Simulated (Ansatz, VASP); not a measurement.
# Two plane-wave programs on Cu2H3

INCAR

```
PREC = Accurate
ENCUT = 600
EDIFF = 1E-6
ISMEAR = 0
SIGMA = 0.1
LREAL = False
LASPH = True
NELM = 80
ALGO = Normal
ISIF = 3
LWAVE = False
LCHARG = False
GGA = PE
IBRION = 2
NSW = 100
EDIFFG = -0.01
```

KPOINTS

```
Automatic mesh
0
Gamma
  12 12 14
```

The input POSCAR:

```
Cu2H3
1.0
    4.4041457050      0.0000000000      0.0000000000
   -2.2020728525      3.8141020625      0.0000000000
    0.0000000000      0.0000000000      2.7277107064
Cu H
2 3
Direct
    0.3333333333      0.6666666667      0.0000000000
    0.6666666667      0.3333333333      0.0000000000
    0.0000000000      0.0000000000      0.8279679640
    0.0000000000      0.0000000000      0.1720320360
    0.0000000000      0.0000000000      0.5000000000
```

Input for Ansatz:

```yaml
crystal:
  lattice:
    - [4.404145705, 0.0, 0.0]
    - [-2.2020728525, 3.8141020625, 0.0]
    - [0.0, 0.0, 2.7277107064]
  atoms:
    - { symbol: Cu, position: [0.3333333333, 0.6666666667, 0.0] }
    - { symbol: Cu, position: [0.6666666667, 0.3333333333, 0.0] }
    - { symbol: H, position: [0.0, 0.0, 0.827967964] }
    - { symbol: H, position: [0.0, 0.0, 0.172032036] }
    - { symbol: H, position: [0.0, 0.0, 0.5] }
basis:
  ecutwfc: 420
kpoints:
  mp_grid: { grid: [12, 12, 14] }
hamiltonian:
  xc: pbe
scf:
  occupations: { method: gaussian, width: 0.1 }
output:
  forces: true
  stress: true
  eigenvalues: true
  write_density: true
  write_potential: true
  elf: true
  volumetric_format: npy
relax:
  adjacent_minimum: "off"
  f_tol: 0.01
  max_steps: 80
  cell: { stress_tol: 0.05 }
```

Alike in both runs: task relaxation of cell and atoms; functional PBE; k mesh 12 × 12 × 14; occupations gaussian, width 0.1 eV; no spin polarisation.

|  | VASP | Ansatz |
| --- | --- | --- |
| version | VASP 6.6.1 | Ansatz 0.2.0 |
| potentials or method | VASP PAW PBE potentials, release 64 (Cu, H), cutoff 600 eV | scalar-relativistic, plane waves, PAW |
| valence electrons in the cell | 25 | 41 |

```csv
,VASP,Ansatz,Ansatz less VASP
"gap on the k mesh at the Fermi level, each at its own relaxed structure (eV)",none,none,-
relaxed volume (Å³/atom),9.21,9.19,-0.022
relaxed cell length with the largest relative difference (Å),4.408,4.404,-0.0039
```

A gap of «none» marks a metal or a gap that the smearing closes. VASP's potentials hold 25 valence electrons a cell and Ansatz's 41, so a difference there can come from the potentials and not from the codes.
